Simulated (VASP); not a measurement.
# ScAlH6 in VASP: a series of runs

The runs below take ScAlH6 through single point, relaxation of cell and atoms, with PBEsol, r2SCAN+rVV10.

All numbers are computed with VASP 6.6.1; they aren't measurements. Logs are shortened: lines on timing, memory, paths and dates and some standing lists are left out, and cuts for length are marked.

**1. The cell of the first run**

The typed cell holds 8 atoms: a = 3.881 Å, b = 3.859 Å, c = 3.873 Å, α = 98.12°, β = 98.37°, γ = 98.30°.

**2. Single point, PBEsol**

INCAR

```
ALGO     = Normal         # electronic algorithm
EDIFF    = 1E-7           # SCF threshold, eV
ENCUT    = 520            # plane-wave cutoff, eV
GGA      = PS             # functional
ISIF     = 2              # what is computed and relaxed
ISMEAR   = -1             # smearing method
LASPH    = T              # aspherical terms in the spheres
LCHARG   = T              # write CHGCAR
LELF     = T              # ELF
LREAL    = F              # projectors in reciprocal space
LVHAR    = T            
LWAVE    = F              # write WAVECAR
NBANDS   = 20             # bands
NELM     = 100            # most SCF steps
PREC     = Accurate       # precision mode
SIGMA    = 0.05           # smearing width, eV
```

KPOINTS

```
k-points
0
Gamma
  6 6 6
```

POSCAR

```
ScAlH6
1.0
    2.9347518542      1.6970496231      1.8898513338
   -2.9202287414      1.6810086940      1.8816729084
   -0.0065462055     -3.3816504831      1.8888825829
Sc Al H
1 1 6
Direct
   -0.0123637111      0.0000196068      0.0148349308
    0.5068880824      0.4921872335      0.5026758048
    0.5573109836      0.2275591339      0.1225641265
    0.2325436568      0.1123892051      0.5465435916
    0.8852316372      0.4436032310      0.7730374236
    0.7708722358      0.8735527450      0.4492925133
    0.4607112277      0.7646842124      0.8818232181
    0.1265728980      0.5437094501      0.2346747499
```

Potentials or basis: VASP PAW PBE potentials, release 64 (Sc_sv, Al, H).

Started as:

```sh
> cat potpaw_PBE.64/Sc_sv/POTCAR potpaw_PBE.64/Al/POTCAR potpaw_PBE.64/H/POTCAR > POTCAR
> mpirun -np 1 vasp_std > vasp.out
```

OUTCAR:

```text
EDIFF = 1E-7
   ENCUT = 520
   GGA = PS
   ISIF = 2
   ISMEAR = -1
   LASPH = T
   LREAL = F
   NELM = 100
   PREC = Accurate

 ion  position               nearest neighbor table
   1  0.988  0.000  0.015-   3 2.06   7 2.07   6 2.07   4 2.10   8 2.11   5 2.12   2 2.83   2 2.83

   2  0.507  0.492  0.503-   3 1.72   6 1.72   5 1.72   4 1.73   7 1.73   8 1.73   1 2.83   1 2.83

   3  0.557  0.228  0.123-   2 1.72   1 2.06
   4  0.233  0.112  0.547-   2 1.73   1 2.10
   5  0.885  0.444  0.773-   2 1.72   1 2.12
   6  0.771  0.874  0.449-   2 1.72   1 2.07
   7  0.461  0.765  0.882-   2 1.73   1 2.07
   8  0.127  0.544  0.235-   2 1.73   1 2.11

  LATTYP: Found a triclinic cell.
 ALAT       =     3.8734326191
 B/A-ratio  =     1.5080274364
 C/A-ratio  =     1.0020242703
 COS(alpha) =     0.0011919572
 COS(beta)  =     0.1455603655
 COS(gamma) =     0.7564282597

  Lattice vectors:

 A1 = (   0.0065462055,   3.3816504831,  -1.8888825829)
 A2 = (  -2.9136825359,   5.0626591771,  -0.0072096745)
 A3 = (   2.9347518542,   1.6970496231,   1.8898513338)

Analysis of symmetry for initial positions (statically):
=====================================================================
 Subroutine PRICEL returns:
 Original cell was already a primitive cell.

 Routine SETGRP: Setting up the symmetry group for a
 triclinic supercell.

 Subroutine GETGRP returns: Found  1 space group operations
 (whereof  1 operations were pure point group operations)
 out of a pool of  2 trial point group operations.

The static configuration has the point symmetry C_1 .

Analysis of symmetry for dynamics (positions and initial velocities):
=====================================================================
 Subroutine PRICEL returns:
 Original cell was already a primitive cell.

 Routine SETGRP: Setting up the symmetry group for a
 triclinic supercell.

 Subroutine GETGRP returns: Found  1 space group operations
 (whereof  1 operations were pure point group operations)
 out of a pool of  2 trial point group operations.

The dynamic configuration has the point symmetry C_1 .

 Subroutine INISYM returns: Found  1 space group operations
[... 102 lines left out ...]
   ICHARG =      2    charge: 1-file 2-atom 10-const
   ISPIN  =      1    spin polarized calculation?
   LNONCOLLINEAR =      F non collinear calculations
   LSORBIT =      F    spin-orbit coupling
   LASPH  =      T    aspherical Exc in radial PAW
   ENCUT  =  520.0 eV  38.22 Ry    6.18 a.u.   7.22  7.18  7.20*2*pi/ulx,y,z
   NELM   =    100;   NELMIN=  2; NELMDL= -5     # of ELM steps
   EDIFF  = 0.1E-06   stopping-criterion for ELM
   LREAL  =      F    real-space projection
   EDIFFG = 0.1E-05   stopping-criterion for IOM
   NSW    =      0    number of steps for IOM
   IBRION =     -1    ionic relax: 0-MD 1-quasi-New 2-CG
   NFREE  =      0    steps in history (QN), initial steepest desc. (CG)
   ISIF   =      2    stress and relaxation
   ISYM   =      2    0-nonsym 1-usesym 2-fastsym
   POTIM  = 0.5000    time-step for ionic-motion
   TEBEG  =    0.0;   TEEND  =   0.0 temperature during run
   PSTRESS=    0.0 pullay stress
   NELECT =      20.0000    total number of electrons
   NUPDOWN=      -1.0000    fix difference up-down
   EMIN   =  10.00;   EMAX   =-10.00  energy-range for DOS
   EFERMI =   0.00;   METHOD = LEGACY
   ISMEAR =    -1;   SIGMA  =   0.05  broadening in eV -4-tet -1-fermi 0-gaus
   EFERMI_NEDOS =   21; number of points for ismear=-14 and -15
   IALGO  =     38    algorithm
   IMIX   =      4    mixing-type and parameters
     AMIX     =   0.40;   BMIX     =  1.00
     AMIX_MAG =   1.60;   BMIX_MAG =  1.00
  volume/ion in A,a.u.               =       7.00        47.25
  Fermi-wavevector in a.u.,A,eV,Ry     =   1.161396  2.194720 18.352084  1.348840
  Thomas-Fermi vector in A             =   2.297968
   LORBIT       =      0    0 simple, 1 ext, 2 COOP (PROOUT), +10 PAW based schemes
   GGA     = PS    functional components
   LHFCALC =     F    Hartree Fock is set to
   AEXX    =    0.0000 exact exchange contribution
   IVDW    =     0    specifies the selected vdW correction
   LEPSILON=     F    determine dielectric tensor
   LRPA    =     F    only Hartree local field effects (RPA)
 non-spin polarized calculation
  energy-cutoff  :      520.00
  volume of cell :       56.02
 maximum number of plane-waves:      1522
 NGX is ok and might be reduce to    30
   NGX = 15   NGY = 15   NGZ = 15

 number of electron      20.0000003 magnetization

 Free energy of the ion-electron system (eV)
  ---------------------------------------------------
  ext. energy  EPLUGINS =         0.00000000
  ---------------------------------------------------
  free energy    TOTEN  =       -31.98699068 eV

  energy without entropy =      -31.98699051  energy(sigma->0) =      -31.98699060

 E-fermi :   4.2937     XC(G=0): -10.4419

 val. band max:        3.6601743668   @ k =   0.5000  -0.0000  -0.0000
 cond. band min:       4.9203254703   @ k =   0.5000  -0.0000   0.5000
 fundamental gap:      1.2601511036
 Fermi energy:         4.2936649014

 k-point     1 :       0.0000    0.0000    0.0000
  band No.  band energies     occupation
      1     -45.4369      2.00000
      2     -24.1631      2.00000
      3     -24.1369      2.00000
      4     -24.1317      2.00000
      5      -6.7679      2.00000
      6       0.0307      2.00000
[... 541 lines left out ...]
     19      12.5095      0.00000
     20      13.6905      0.00000

 [... further k-points ...]
[... 5 lines left out ...]
  --------------------------------------------------------------------------------------
  -------------------------------------------------------------------------------------
  Total       -0.0031108     -0.0024073      0.0085400      0.0012417      0.0063517     -0.0036993
  in kB       -0.0889756     -0.0688543      0.2442611      0.0355145      0.1816707     -0.1058061
  external PRESSURE =       0.0288104 kB  Pullay stress =       0.0000000 kB

 VOLUME and BASIS-vectors are now :
 -----------------------------------------------------------------------------
  energy-cutoff  :      520.00
  volume of cell :       56.02
      direct lattice vectors                 reciprocal lattice vectors
     2.934751854  1.697049623  1.889851334     0.170279056  0.098251041  0.176488133
    -2.920228741  1.681008694  1.881672908    -0.171313685  0.099181515  0.176970112
    -0.006546205 -3.381650483  1.888882583     0.000293411 -0.197104379  0.176540249

 POSITION                                       TOTAL-FORCE (eV/Angst)
 -----------------------------------------------------------------------------------
      2.89831      1.62593      1.89454         0.004985      0.003444      0.007153
      0.04700     -0.01229      2.83357        -0.001464     -0.002376     -0.005340
      0.97024      0.91384      1.71294        -0.001110      0.001896      0.008048
      0.35068     -1.26465      1.68331         0.001112     -0.000087      0.006405
      1.29745     -0.36616      3.96785        -0.004161      0.003932     -0.008968
     -0.29160      1.25731      3.94924        -0.000206     -0.005454     -0.007246
     -0.88675     -0.91473      3.97522         0.000202      0.000476     -0.007721
     -1.21783      0.33519      1.70556         0.000643     -0.001831      0.007669
 -----------------------------------------------------------------------------------
    total drift:                               -0.000349     -0.000141     -0.000022

  FREE ENERGIE OF THE ION-ELECTRON SYSTEM (eV)
  ---------------------------------------------------
  free  energy   TOTEN  =       -31.9869906828 eV

  energy  without entropy=      -31.9869905105  energy(sigma->0) =      -31.98699060
```

OSZICAR:

```text
N       E                     dE             d eps       ncg     rms          rms(c)
DAV:   1     0.115666683148E+03    0.11567E+03   -0.85918E+03  4504   0.946E+02
DAV:   2    -0.290952444163E+02   -0.14476E+03   -0.13993E+03  4492   0.288E+02
DAV:   3    -0.356051856781E+02   -0.65099E+01   -0.64033E+01  6216   0.622E+01
DAV:   4    -0.357515174271E+02   -0.14633E+00   -0.14612E+00  6388   0.918E+00
DAV:   5    -0.357548904048E+02   -0.33730E-02   -0.33728E-02  5716   0.138E+00    0.122E+01
DAV:   6    -0.323725469437E+02    0.33823E+01   -0.44839E+00  6320   0.238E+01    0.467E+00
DAV:   7    -0.320349874932E+02    0.33756E+00   -0.17371E+00  7176   0.922E+00    0.149E+00
DAV:   8    -0.320655343044E+02   -0.30547E-01   -0.97971E-01  6232   0.106E+01    0.197E+00
DAV:   9    -0.319959432802E+02    0.69591E-01   -0.57086E-01  6148   0.731E+00    0.573E-01
DAV:  10    -0.319869881954E+02    0.89551E-02   -0.47811E-02  7064   0.218E+00    0.118E-01
DAV:  11    -0.319869900272E+02   -0.18317E-05   -0.93753E-04  5216   0.179E-01    0.175E-02
DAV:  12    -0.319869929521E+02   -0.29250E-05   -0.28659E-05  6308   0.401E-02    0.128E-02
DAV:  13    -0.319869906201E+02    0.23320E-05   -0.12299E-05  6840   0.348E-02    0.417E-03
DAV:  14    -0.319869906828E+02   -0.62688E-07   -0.37308E-07  5020   0.471E-03
   1 F= -.31986991E+02 E0= -.31986991E+02  d E =-.172329E-06
```

Wall time 2.1 min (1 thread of Oxide Virtual Turin-like, shared host); peak memory 0.22 GiB.

What came out:

```yaml
Free_energy: -31.9870 eV
Pressure: 0.0 GPa
Largest_force: 0.011 eV/Å
Band_gap_on_the_k_mesh: 1.26 eV, indirect (least direct gap 1.65 eV)
```

Forces in eV/Å, atoms in the order of the input:
```
Sc   0.005  0.003  0.007
Al  -0.001 -0.002 -0.005
H   -0.001  0.002  0.008
H    0.001  0.000  0.006
H   -0.004  0.004 -0.009
H    0.000 -0.005 -0.007
H    0.000  0.000 -0.008
H    0.001 -0.002  0.008
```

Caveat: the PAW data sets were made with another functional, which shifts forces and pressure a little. A k mesh can miss the band edges.

**3. Single point, r2SCAN+rVV10**

This run uses another cell than the first one, of 7.22 Å³/atom, 1.031 times its volume.

POSCAR

```
ScAlH6
1.0
    2.9649224417      1.7117987684      1.8957892230
   -2.9649224417      1.7117987684      1.8957892230
    0.0000000000     -3.4235975411      1.8957892191
Sc Al H
1 1 6
Direct
    0.0000000000      0.0000000000      0.0000000000
    0.5000000000      0.5000000000      0.5000000000
    0.5544152643      0.2210090600      0.1433495761
    0.2210090600      0.1433495761      0.5544152643
    0.8566504239      0.4455847357      0.7789909400
    0.7789909400      0.8566504239      0.4455847357
    0.4455847357      0.7789909400      0.8566504239
    0.1433495761      0.5544152643      0.2210090600
```

INCAR.step1

```
SYSTEM = ScAlH6
ALGO = Normal ; EDIFF = 1E-4
ENCUT = 520 ; GGA = PE
ISMEAR = -1 ; LASPH = .True.
LCHARG = .False. ; LREAL = .False.
LWAVE = .True. ; NBANDS = 20
NELM = 60 ; PREC = Accurate
SIGMA = 0.03
```

INCAR.step2

```
SYSTEM = ScAlH6
ALGO = Normal ; BPARAM = 11.95
CPARAM = 0.0093 ; EDIFF = 1E-6
ENCUT = 520 ; ISIF = 2
ISMEAR = -1 ; ISTART = 1
IVDW_NL = 2 ; LASPH = .True.
LCHARG = .False. ; LMIXTAU = .True.
LREAL = .False. ; LUSE_VDW = .True.
LWAVE = .False. ; METAGGA = R2SCAN
NBANDS = 20 ; NELM = 60
PREC = Accurate ; SIGMA = 0.03
```

KPOINTS

```
k-points
0
Gamma
  8 8 8
  0 0 0
```

Potentials or basis: VASP PAW PBE potentials, release 64 (Sc_sv, Al, H).

Started as:

```sh
> cat potpaw_PBE.64/Sc_sv/POTCAR potpaw_PBE.64/Al/POTCAR potpaw_PBE.64/H/POTCAR > POTCAR
> cp INCAR.step1 INCAR
> mpirun -np 1 vasp_std > vasp.out
> cp INCAR.step2 INCAR
> mpirun -np 1 vasp_std > vasp.out
```

Wall time 8.8 min (1 thread of Oxide Virtual Turin-like, shared host); peak memory 0.32 GiB.

It converged, with:

```yaml
Free_energy: -40.1018 eV
Pressure: 0.0 GPa
Largest_force: 0.020 eV/Å
Band_gap_on_the_k_mesh: 1.60 eV, indirect (least direct gap 2.18 eV)
```

Forces on the atoms (eV/Å):
```
Sc   0.000  0.000  0.000
Al   0.000  0.000  0.000
H   -0.009 -0.005  0.018
H    0.000  0.010  0.018
H   -0.008  0.005 -0.018
H    0.000 -0.010 -0.018
H    0.009  0.005 -0.018
H    0.008 -0.005  0.018
```

Levels at points of the mesh, in eV from the valence-band top:
| k point | band 8 | band 9 | band 10 | band 11 | band 12 | band 13 |
| --- | --- | --- | --- | --- | --- | --- |
| (0.00, 0.00, 0.00) | -2.65 | -1.68 | -1.68 | 1.60 | 2.60 | 2.60 |
| (0.50, 0.00, 0.00) | -2.79 | -0.80 | -0.01 | 2.16 | 2.46 | 3.26 |
| (0.50, 0.50, 0.00) | -4.47 | -1.07 | -1.00 | 1.67 | 3.16 | 3.39 |
| (0.50, 0.50, 0.50) | -4.22 | -4.15 | -4.15 | 3.17 | 3.17 | 3.79 |

Caveat: the PAW data sets were made with another functional, which shifts forces and pressure a little. A k mesh can miss the band edges.

(Part 1 of 2 ends here.)
